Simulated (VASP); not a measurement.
Be:

```
CELL_PARAMETERS angstrom
2.28530 0.00000 0.00000
-1.14265 1.97913 0.00000
0.00000 0.00000 3.58420
ATOMIC_POSITIONS crystal
Be 0.66667 0.33333 0.75000
Be 0.33333 0.66667 0.25000
```

Base run:

```yaml
Program: VASP 6.6.1
Functional: PBEsol
Dispersion: D3(BJ)
Potentials_or_basis: VASP PAW PBE potentials, release 64 (Be)
Cutoff: 520 eV
k_mesh: 13 × 13 × 8
Occupations: fermi-dirac, width 0.05 eV
Spin: no spin polarisation
```

Its results: band gap on the k mesh zero (band 2 reaches 7.89 eV, above the bottom of band 3 at 6.28 eV); pressure -8.8 GPa.

Problem. The run is repeated on the same cell with these changes: dispersion from D3(BJ) to none; further incar settings from ALGO = Normal; EDIFF = 1e-07; NBANDS = 9 to ALGO = Normal; EDIFF = 1e-06; NBANDS = 9. What comes out?

Solution. Band gap on the k mesh zero (band 2 reaches 7.89 eV, above the bottom of band 3 at 6.28 eV); pressure -3.5 GPa.

Caveats: the PAW data sets were made with another functional, which shifts forces and pressure a little; three body term missing (some runs); pairwise dispersion overbinds metals, which lowers pressure and volume (some runs).
